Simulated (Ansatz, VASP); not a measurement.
Two plane-wave programs on AlN

INCAR

```
SYSTEM = AlN
PREC = Accurate ; ENCUT = 520
EDIFF = 1E-7 ; ISMEAR = 0
SIGMA = 0.05 ; LREAL = .FALSE.
LASPH = .TRUE. ; NELM = 100
ALGO = Normal ; ISIF = 2
LWAVE = .FALSE. ; LCHARG = .FALSE.
GGA = PE ; IBRION = 2
NSW = 50 ; EDIFFG = -0.01
```

Contents of KPOINTS:

```
regular mesh
0
G
  9 9 6
  0 0 0
```

The input POSCAR:

```
AlN
1.0
    3.0360000000      0.0000000000      0.0000000000
   -1.5180000000      2.6292531259      0.0000000000
    0.0000000000      0.0000000000      5.2176000000
Al N
2 2
Direct
    0.3333333333      0.6666666667      0.0017290859
    0.6666666667      0.3333333333      0.5017290859
    0.3333333333      0.6666666667      0.3832709141
    0.6666666667      0.3333333333      0.8832709141
```

Input for Ansatz:

```yaml
crystal:
  lattice:
    - [3.036, 0.0, 0.0]
    - [-1.518, 2.6292531259, 0.0]
    - [0.0, 0.0, 5.2176]
  atoms:
    - { symbol: Al, position: [0.3333333333, 0.6666666667, 0.0017290859] }
    - { symbol: Al, position: [0.6666666667, 0.3333333333, 0.5017290859] }
    - { symbol: "N", position: [0.3333333333, 0.6666666667, 0.3832709141] }
    - { symbol: "N", position: [0.6666666667, 0.3333333333, 0.8832709141] }
basis:
  ecutwfc: 520.0
kpoints:
  mp_grid: { grid: [9, 9, 6] }
hamiltonian:
  xc: pbe
  pseudopotentials: { kind: paw, azcp: { folder: soft_1 } }
scf:
  occupations: { method: gaussian, width: 0.05 }
output:
  forces: true
  stress: true
  eigenvalues: true
relax:
  adjacent_minimum: "off"
  f_tol: 0.01
  max_steps: 30
```

Alike in both runs: task relaxation of the atoms; functional PBE; k mesh 9 × 9 × 6; occupations gaussian, width 0.05 eV; no spin polarisation.

```csv
,VASP,Ansatz
version,VASP 6.6.1,Ansatz 0.2.0
potentials or method,"VASP PAW PBE potentials, release 64 (Al, N), cutoff 520 eV","scalar-relativistic, plane waves, PAW"
valence electrons in the cell,16,16
```

```tsv
	VASP	Ansatz	Ansatz less VASP
gap on the k mesh at the Fermi level, each at its own relaxed structure (eV)	4.04	4.04	-0.007
```

Ansatz's warnings: stress scf threshold loose.
